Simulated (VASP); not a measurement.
Crystal: TiAl3.

```
CELL_PARAMETERS angstrom
3.92912 0.00000 0.00000
0.00000 3.92912 0.00000
0.00000 0.00000 3.92912
ATOMIC_POSITIONS crystal
Ti 0.00000 0.00000 0.00000
Al 0.00000 0.50000 0.50000
Al 0.50000 0.00000 0.50000
Al 0.50000 0.50000 0.00000
```

Base run:

```yaml
Program: VASP 6.6.1
Functional: r2SCAN
Potentials_or_basis: VASP PAW PBE potentials, release 64 (Ti_sv, Al)
Cutoff: 520 eV
k_mesh: 7 × 7 × 7
Occupations: fermi-dirac, width 0.05 eV
Spin: no spin polarisation
```

Its results: pressure 2.4 GPa.

Q: The run is repeated on the same cell with these changes: functional from r2SCAN to PBEsol. What comes out?

A: Pressure 1.7 GPa.

Caveats: the PAW data sets were made with another functional, which shifts forces and pressure a little.
